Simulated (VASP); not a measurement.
## GaN: single point with PBE

Crystal: GaN.

```
CELL_PARAMETERS angstrom
3.25030 0.00000 0.00000
-1.62515 2.81484 0.00000
0.00000 0.00000 5.29495
ATOMIC_POSITIONS crystal
Ga 0.33333 0.66667 0.99913
Ga 0.66667 0.33333 0.49913
N 0.33333 0.66667 0.37587
N 0.66667 0.33333 0.87587
```

```yaml
Program: VASP 6.6.1
Task: single point
Functional: PBE
Potentials_or_basis: VASP PAW PBE potentials, release 64 (Ga_d, N)
Cutoff: 520 eV
k_mesh: 12 × 12 × 6
Occupations: gaussian, width 0.02 eV
Spin: no spin polarisation
Dipole_correction: no
Further_INCAR_settings: ALGO = Normal; EDIFF = 1e-07; NBANDS = 26
```

```yaml
Pressure: -4.6 GPa
Largest_force: 0.005 eV/Å
Band_gap_on_the_k_mesh: 1.52 eV
```

Forces in eV/Å, atoms in the order of the input:
```
Ga   0.000  0.000 -0.005
Ga   0.000  0.000 -0.005
N    0.000  0.000  0.005
N    0.000  0.000  0.005
```

Stress tensor (GPa, compression positive):
```
-4.66  0.00  0.00
 0.00 -4.66  0.00
 0.00  0.00 -4.57
```

Levels at points of the mesh, in eV from the valence-band top:
| k point | band 14 | band 15 | band 16 | band 17 | band 18 | band 19 | band 20 | band 21 | band 22 | band 23 |
| --- | --- | --- | --- | --- | --- | --- | --- | --- | --- | --- |
| (0.00, 0.00, 0.00) | -0.96 | -0.96 | -0.03 | 0.00 | 0.00 | 1.52 | 3.87 | 8.85 | 9.56 | 9.56 |
| (0.50, 0.00, 0.00) | -5.09 | -3.94 | -2.54 | -2.03 | -0.93 | 4.89 | 5.18 | 5.91 | 8.10 | 9.98 |
| (0.00, 0.00, 0.50) | -3.74 | -0.49 | -0.49 | -0.49 | -0.49 | 3.87 | 3.87 | 8.16 | 8.16 | 10.07 |
| (0.50, 0.00, 0.50) | -6.29 | -1.80 | -1.80 | -1.77 | -1.77 | 4.21 | 4.21 | 7.39 | 7.39 | 9.63 |

It took 96 s on 1 thread of Intel(R) Xeon(R) Platinum 8375C CPU @ 2.90GHz (Ice Lake) (shared host), peak memory 0.21 GiB.

Caveat: the cell stands under tension.
